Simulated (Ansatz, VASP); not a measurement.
# Two plane-wave programs on Sb

```
Sb
1.0
    -1.91293    1.91293    1.91293
     1.91293   -1.91293    1.91293
     1.91293    1.91293   -1.91293
Sb
1
Direct
  0.00000 0.00000 0.00000
```

Alike in both runs: task relaxation of cell and atoms; functional LDA; k mesh 14 × 14 × 14; occupations fermi-dirac, width 0.08 eV; no spin polarisation.

```csv
,VASP,Ansatz
version,VASP 6.6.1,Ansatz 0.2.0
potentials or method,"VASP PAW LDA potentials, release 64 (Sb)","PAW with Ansatz's default frozen-core files, scalar-relativistic"
plane-wave cutoff (eV),600,420
valence electrons in the cell,5,15
```

|  | VASP | Ansatz | Ansatz less VASP |
| --- | --- | --- | --- |
| relaxed volume (Å³/atom) | 25.52 | 25.47 | -0.050 |
| relaxed cell length with the largest relative difference (Å) | 3.212 | 3.210 | -0.0021 |

LDA's correlation is that of Perdew and Zunger in VASP and of Perdew and Wang (1992) in Ansatz. VASP's potentials hold 5 valence electrons a cell and Ansatz's 15, so a difference there can come from the potentials and not from the codes.

Neither program's run includes spin-orbit coupling.
